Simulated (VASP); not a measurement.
# TaSi2 (P6_222) in VASP: notebook

The runs below take TaSi2 through single point, relaxation of cell and atoms, with LDA, r2SCAN+U.

All numbers are computed with VASP 6.6.1; they aren't measurements. Logs are shortened: lines on timing, memory, paths and dates and some standing lists are left out, and cuts for length are marked.

### Step 1. The cell of the first run

Symmetry: P6_222, No. 180, hexagonal system. The conventional cell has a = 4.740 Å, b = 4.740 Å, c = 6.500 Å, α = 90.00°, β = 90.00°, γ = 120.00°. Ta (site symmetry 222) has 10 Si at 2.58 to 2.80 Å and 4 Ta at 3.21 Å within 3.4 Å. Within 3.3 Å of Si (site symmetry 2) lie 9 Si at 2.53 to 3.29 Å and 5 Ta at 2.58 to 2.80 Å.

### Step 2. Single point, LDA

File INCAR:

```
PREC     = Accurate       # precision mode
ENCUT    = 520            # plane-wave cutoff, eV
EDIFF    = 1E-7           # SCF threshold, eV
ISMEAR   = -1             # smearing method
SIGMA    = 0.05           # smearing width, eV
LREAL    = False          # projectors in reciprocal space
LASPH    = True           # aspherical terms in the spheres
NELM     = 100            # most SCF steps
ALGO     = Normal         # electronic algorithm
ISIF     = 2              # what is computed and relaxed
LWAVE    = False          # write WAVECAR
LCHARG   = True           # write CHGCAR
GGA      = CA             # functional
LELF     = True           # ELF
LVHAR    = True         
NBANDS   = 38             # bands
```

File KPOINTS:

```
Automatic mesh
0
Gamma
  5 5 3
```

File POSCAR:

```
TaSi2
1.0
    4.7403302487      0.0000000000      0.0000000000
   -2.3701651243      4.1052464177      0.0000000000
    0.0000000000      0.0000000000      6.5002040609
Ta Si
3 6
Direct
    0.0000000000      0.5000000000      0.1666666667
    0.5000000000      0.5000000000      0.8333333333
    0.5000000000      0.0000000000      0.5000000000
    0.3182267800      0.1591133900      0.1666666667
    0.1591133900      0.8408866100      0.8333333333
    0.8408866100      0.6817732200      0.5000000000
    0.6817732200      0.8408866100      0.1666666667
    0.8408866100      0.1591133900      0.8333333333
    0.1591133900      0.3182267800      0.5000000000
```

Potentials or basis: VASP PAW LDA potentials, release 64 (Ta_pv, Si).

Command:

```console
cat potpaw_LDA.64/Ta_pv/POTCAR potpaw_LDA.64/Si/POTCAR > POTCAR
mpirun -np 1 vasp_std > vasp.out
```

OUTCAR:

```text
PREC = Accurate
   ENCUT = 520
   EDIFF = 1E-7
   ISMEAR = -1
   LREAL = False
   LASPH = True
   NELM = 100
   ISIF = 2
   GGA = CA

 ion  position               nearest neighbor table
   1  0.000  0.500  0.167-   6 2.58   9 2.58   8 2.58   5 2.58   4 2.71   7 2.71   4 2.71   7 2.71
                             7 2.80   4 2.80   3 3.21   3 3.21   2 3.21   2 3.21
   2  0.500  0.500  0.833-   6 2.58   9 2.58   7 2.58   4 2.58   8 2.71   5 2.71   5 2.71   8 2.71
                             8 2.80   5 2.80   3 3.21   3 3.21   1 3.21   1 3.21
   3  0.500  0.000  0.500-   4 2.58   7 2.58   5 2.58   8 2.58   6 2.71   9 2.71   9 2.71   6 2.71
                             9 2.80   6 2.80   2 3.21   2 3.21   1 3.21   1 3.21
   4  0.318  0.159  0.167-   9 2.53   5 2.53   3 2.58   2 2.58   7 2.61   1 2.71   1 2.71   1 2.80
                             7 2.80   7 2.80   6 3.13   8 3.13
   5  0.159  0.841  0.833-   6 2.53   4 2.53   3 2.58   1 2.58   8 2.61   2 2.71   2 2.71   2 2.80
                             8 2.80   8 2.80   9 3.13   7 3.13
   6  0.841  0.682  0.500-   7 2.53   5 2.53   1 2.58   2 2.58   9 2.61   3 2.71   3 2.71   3 2.80
                             9 2.80   9 2.80   8 3.13   4 3.13
   7  0.682  0.841  0.167-   6 2.53   8 2.53   3 2.58   2 2.58   4 2.61   1 2.71   1 2.71   1 2.80
                             4 2.80   4 2.80   9 3.13   5 3.13
   8  0.841  0.159  0.833-   9 2.53   7 2.53   3 2.58   1 2.58   5 2.61   2 2.71   2 2.71   2 2.80
                             5 2.80   5 2.80   6 3.13   4 3.13
   9  0.159  0.318  0.500-   4 2.53   8 2.53   1 2.58   2 2.58   6 2.61   3 2.71   3 2.71   3 2.80
                             6 2.80   6 2.80   5 3.13   7 3.13

  LATTYP: Found a hexagonal cell.
 ALAT       =     4.7403302487
 C/A-ratio  =     1.3712555286

  Lattice vectors:

 A1 = (   4.7403302487,   0.0000000000,   0.0000000000)
 A2 = (  -2.3701651243,   4.1052464177,   0.0000000000)
 A3 = (   0.0000000000,   0.0000000000,   6.5002040609)

Analysis of symmetry for initial positions (statically):
=====================================================================
 Subroutine PRICEL returns:
 Original cell was already a primitive cell.

 Routine SETGRP: Setting up the symmetry group for a
 hexagonal supercell.

 Subroutine GETGRP returns: Found 12 space group operations
 (whereof  4 operations were pure point group operations)
 out of a pool of 24 trial point group operations.

The static configuration has the point symmetry D_2 .
 The point group associated with its full space group is D_6 .

Analysis of symmetry for dynamics (positions and initial velocities):
=====================================================================
 Subroutine PRICEL returns:
 Original cell was already a primitive cell.

 Routine SETGRP: Setting up the symmetry group for a
 hexagonal supercell.

 Subroutine GETGRP returns: Found 12 space group operations
 (whereof  4 operations were pure point group operations)
 out of a pool of 24 trial point group operations.

The dynamic configuration has the point symmetry D_2 .
 The point group associated with its full space group is D_6 .

 Subroutine INISYM returns: Found 12 space group operations
 (whereof  4 operations are pure point group operations),
 and found     1 'primitive' translations

----------------------------------------------------------------------------------------

                                     Primitive cell

  volume of cell :     126.4954

  direct lattice vectors                    reciprocal lattice vectors
     4.740330249  0.000000000  0.000000000     0.210955766  0.121795368  0.000000000
    -2.370165124  4.105246418  0.000000000     0.000000000  0.243590737  0.000000000
     0.000000000  0.000000000  6.500204061     0.000000000  0.000000000  0.153841324

  length of vectors
     4.740330249  4.740330249  6.500204061     0.243590737  0.243590737  0.153841324

  position of ions in fractional coordinates (direct lattice)
     1.000000000  0.500000000  0.166666667
     0.500000000  0.500000000  0.833333333
     0.500000000  0.000000000  0.500000000
     0.318226780  0.159113390  0.166666667
     0.159113390  0.840886610  0.833333333
     0.840886610  0.681773220  0.500000000
     0.681773220  0.840886610  0.166666667
     0.840886610  0.159113390  0.833333333
     0.159113390  0.318226780  0.500000000

  ion indices of the primitive-cell ions
   primitive index   ion index
                 1           1
                 2           2
                 3           3
                 4           4
                 5           5
                 6           6
                 7           7
                 8           8
                 9           9

----------------------------------------------------------------------------------------

 KPOINTS: Automatic mesh

Automatic generation of k-mesh.
 Grid dimensions read from file:
 generate k-points for:    5    5    3

 Generating k-lattice:

  Cartesian coordinates                     Fractional coordinates (reciprocal lattice)
     0.042191153  0.024359074  0.000000000     0.200000000 -0.000000000  0.000000000
     0.000000000  0.048718147  0.000000000     0.000000000  0.200000000  0.000000000
     0.000000000  0.000000000  0.051280441     0.000000000  0.000000000  0.333333333

  Length of vectors
     0.048718147  0.048718147  0.051280441

  Shift w.r.t. Gamma in fractional coordinates (k-lattice)
     0.000000000  0.000000000  0.000000000

 Subroutine IBZKPT returns following result:
 ===========================================

 Found     10 irreducible k-points:

 Following reciprocal coordinates:
            Coordinates               Weight
  0.000000  0.000000  0.000000      1.000000
  0.200000  0.000000  0.000000      6.000000
  0.400000  0.000000  0.000000      6.000000
  0.200000  0.200000  0.000000      6.000000
  0.400000  0.200000  0.000000      6.000000
  0.000000  0.000000  0.333333      2.000000
  0.200000  0.000000  0.333333     12.000000
  0.400000  0.000000  0.333333     12.000000
  0.200000  0.200000  0.333333     12.000000
  0.400000  0.200000  0.333333     12.000000
   k-points           NKPTS =     10   k-points in BZ     NKDIM =     10   number of bands    NBANDS=     38
   number of dos      NEDOS =    301   number of ions     NIONS =      9
   total plane-waves  NPLWV =  62208
   dimension x,y,z NGX =    36 NGY =   36 NGZ =   48
   dimension x,y,z NGXF=    72 NGYF=   72 NGZF=   96
   ions per type =               3   6
   NGX,Y,Z   is equivalent  to a cutoff of  12.63, 12.63, 12.28 a.u.
   NGXF,Y,Z  is equivalent  to a cutoff of  25.25, 25.25, 24.55 a.u.
 SYSTEM =  unknown system
   PREC   = accura    normal or accurate (medium, high low for compatibility)
   ISTART =      0    job   : 0-new  1-cont  2-samecut
   ICHARG =      2    charge: 1-file 2-atom 10-const
   ISPIN  =      1    spin polarized calculation?
   LNONCOLLINEAR =      F non collinear calculations
   LSORBIT =      F    spin-orbit coupling
   LASPH  =      T    aspherical Exc in radial PAW
   ENCUT  =  520.0 eV  38.22 Ry    6.18 a.u.   8.81  8.81 12.09*2*pi/ulx,y,z
   NELM   =    100;   NELMIN=  2; NELMDL= -5     # of ELM steps
   EDIFF  = 0.1E-06   stopping-criterion for ELM
   LREAL  =      F    real-space projection
   EDIFFG = 0.1E-05   stopping-criterion for IOM
   NSW    =      0    number of steps for IOM
   IBRION =     -1    ionic relax: 0-MD 1-quasi-New 2-CG
   NFREE  =      0    steps in history (QN), initial steepest desc. (CG)
   ISIF   =      2    stress and relaxation
   ISYM   =      2    0-nonsym 1-usesym 2-fastsym
   POTIM  = 0.5000    time-step for ionic-motion
   TEBEG  =    0.0;   TEEND  =   0.0 temperature during run
   PSTRESS=    0.0 pullay stress
   NELECT =      57.0000    total number of electrons
   NUPDOWN=      -1.0000    fix difference up-down
   EMIN   =  10.00;   EMAX   =-10.00  energy-range for DOS
   EFERMI =   0.00;   METHOD = LEGACY
   ISMEAR =    -1;   SIGMA  =   0.05  broadening in eV -4-tet -1-fermi 0-gaus
   EFERMI_NEDOS =   21; number of points for ismear=-14 and -15
   IALGO  =     38    algorithm
   IMIX   =      4    mixing-type and parameters
     AMIX     =   0.40;   BMIX     =  1.00
     AMIX_MAG =   1.60;   BMIX_MAG =  1.00
  volume/ion in A,a.u.               =      14.06        94.85
  Fermi-wavevector in a.u.,A,eV,Ry     =   1.255090  2.371776 21.432587  1.575251
  Thomas-Fermi vector in A             =   2.388863
   LORBIT       =      0    0 simple, 1 ext, 2 COOP (PROOUT), +10 PAW based schemes
   GGA     = CA    functional components
   LHFCALC =     F    Hartree Fock is set to
   AEXX    =    0.0000 exact exchange contribution
   IVDW    =     0    specifies the selected vdW correction
   LEPSILON=     F    determine dielectric tensor
   LRPA    =     F    only Hartree local field effects (RPA)
 non-spin polarized calculation
  energy-cutoff  :      520.00
  volume of cell :      126.50
 maximum number of plane-waves:      3419
 NGX is ok and might be reduce to    36
   NGX = 17   NGY = 17   NGZ = 25

 number of electron      56.9999999 magnetization

 Free energy of the ion-electron system (eV)
  ---------------------------------------------------
  ext. energy  EPLUGINS =         0.00000000
  ---------------------------------------------------
  free energy    TOTEN  =       -79.31374652 eV

  energy without entropy =      -79.28532766  energy(sigma->0) =      -79.29953709

 E-fermi :   9.6190     XC(G=0): -12.3215

 val. band max:        9.5882001780   @ k =   0.4000   0.2000   0.3333
 cond. band min:       9.7003568658   @ k =   0.2000   0.0000   0.3333
 fundamental gap:      0.1121566879
 Fermi energy:         9.6189910620

 k-point     1 :       0.0000    0.0000    0.0000
  band No.  band energies     occupation
      1     -24.4893      2.00000
      2     -24.4893      2.00000
      3     -24.4764      2.00000
      4     -24.4032      2.00000
      5     -24.4032      2.00000
      6     -24.3045      2.00000
[... 30 lines left out ...]
     37      13.6196      0.00000
     38      13.8350      0.00000

 k-point     2 :       0.2000    0.0000    0.0000
  band No.  band energies     occupation
      1     -24.5219      2.00000
      2     -24.4965      2.00000
      3     -24.4477      2.00000
      4     -24.4090      2.00000
      5     -24.3985      2.00000
      6     -24.3075      2.00000
[... 30 lines left out ...]
     37      13.5786      0.00000
     38      13.6457      0.00000

 k-point     3 :       0.4000    0.0000    0.0000
  band No.  band energies     occupation
      1     -24.5442      2.00000
      2     -24.5070      2.00000
      3     -24.4355      2.00000
      4     -24.4179      2.00000
      5     -24.3879      2.00000
      6     -24.3049      2.00000
[... 30 lines left out ...]
     37      13.5931      0.00000
     38      14.0337      0.00000

 k-point     4 :       0.2000    0.2000    0.0000
  band No.  band energies     occupation
      1     -24.5409      2.00000
      2     -24.5001      2.00000
      3     -24.4533      2.00000
      4     -24.3986      2.00000
      5     -24.3933      2.00000
      6     -24.3148      2.00000
[... 30 lines left out ...]
     37      13.0207      0.00000
     38      13.8598      0.00000
[... 129 lines left out ...]
      4     -24.4230      2.00000
      5     -24.3579      2.00000
      6     -24.3298      2.00000
[... 30 lines left out ...]
     37      13.2824      0.00000
     38      13.5482      0.00000

 k-point     9 :       0.2000    0.2000    0.3333
  band No.  band energies     occupation
      1     -24.5347      2.00000
      2     -24.5073      2.00000
      3     -24.4622      2.00000
      4     -24.4062      2.00000
      5     -24.3684      2.00000
      6     -24.3292      2.00000
[... 30 lines left out ...]
     37      13.3162      0.00000
     38      13.6656      0.00000

 k-point    10 :       0.4000    0.2000    0.3333
  band No.  band energies     occupation
      1     -24.5301      2.00000
      2     -24.5229      2.00000
      3     -24.4761      2.00000
      4     -24.3992      2.00000
      5     -24.3647      2.00000
      6     -24.3267      2.00000
[... 30 lines left out ...]
     37      13.0522      0.00000
     38      13.2724      0.00000

------------------------ aborting loop because EDIFF is reached ----------------------------------------

  FORCE on cell =-STRESS in cart. coord.  units (eV):
  Direction    XX          YY          ZZ          XY          YZ          ZX
  --------------------------------------------------------------------------------------
  -------------------------------------------------------------------------------------
  Total        0.4851233      0.4851233      0.5935852      0.0000000      0.0000000      0.0000000
  in kB        6.1445191      6.1445191      7.5182852      0.0000000      0.0000000      0.0000000
  external PRESSURE =       6.6024411 kB  Pullay stress =       0.0000000 kB

 VOLUME and BASIS-vectors are now :
 -----------------------------------------------------------------------------
  energy-cutoff  :      520.00
  volume of cell :      126.50
      direct lattice vectors                 reciprocal lattice vectors
     4.740330249  0.000000000  0.000000000     0.210955766  0.121795368  0.000000000
    -2.370165124  4.105246418  0.000000000     0.000000000  0.243590737  0.000000000
     0.000000000  0.000000000  6.500204061     0.000000000  0.000000000  0.153841324

 POSITION                                       TOTAL-FORCE (eV/Angst)
 -----------------------------------------------------------------------------------
     -1.18508      2.05262      1.08337         0.000000     -0.000000      0.000000
      1.18508      2.05262      5.41684         0.000000      0.000000     -0.000000
      2.37017      0.00000      3.25010         0.000000      0.000000     -0.000000
      1.13138      0.65320      1.08337        -0.005290     -0.003054      0.000000
     -1.23879      3.45205      5.41684        -0.005290      0.003054      0.000000
      2.37017      2.79885      3.25010         0.000000      0.006109     -0.000000
      1.23879      3.45205      1.08337         0.005290      0.003054      0.000000
      3.60896      0.65320      5.41684         0.005290     -0.003054      0.000000
      0.00000      1.30640      3.25010        -0.000000     -0.006109     -0.000000
 -----------------------------------------------------------------------------------
    total drift:                               -0.000000      0.000000      0.000000

  FREE ENERGIE OF THE ION-ELECTRON SYSTEM (eV)
  ---------------------------------------------------
  free  energy   TOTEN  =       -79.3137465235 eV

  energy  without entropy=      -79.2853276583  energy(sigma->0) =      -79.29953709
```

Wall time 64 s (1 thread of Intel Xeon 8259CL, shared host); peak memory 0.21 GiB.

Results:

- Free energy: -79.3137 eV
- Pressure: 0.7 GPa
- Largest force: 0.006 eV/Å
- Band gap on the k mesh: zero (an odd number of electrons rules out a gap without spin polarisation)

Forces on the atoms (eV/Å):
```
Ta   0.000  0.000  0.000
Ta   0.000  0.000  0.000
Ta   0.000  0.000  0.000
Si  -0.005 -0.003  0.000
Si  -0.005  0.003  0.000
Si   0.000  0.006  0.000
Si   0.005  0.003  0.000
Si   0.005 -0.003  0.000
Si   0.000 -0.006  0.000
```

Stress tensor (GPa, compression positive):
```
0.61 0.00 0.00
0.00 0.61 0.00
0.00 0.00 0.75
```

Caveat: spin-orbit coupling is left out, which moves the levels of the heavy elements.

[end of part 1 of 2]

The gap in the log of VASP goes by the Fermi energy; the results here count the filled bands.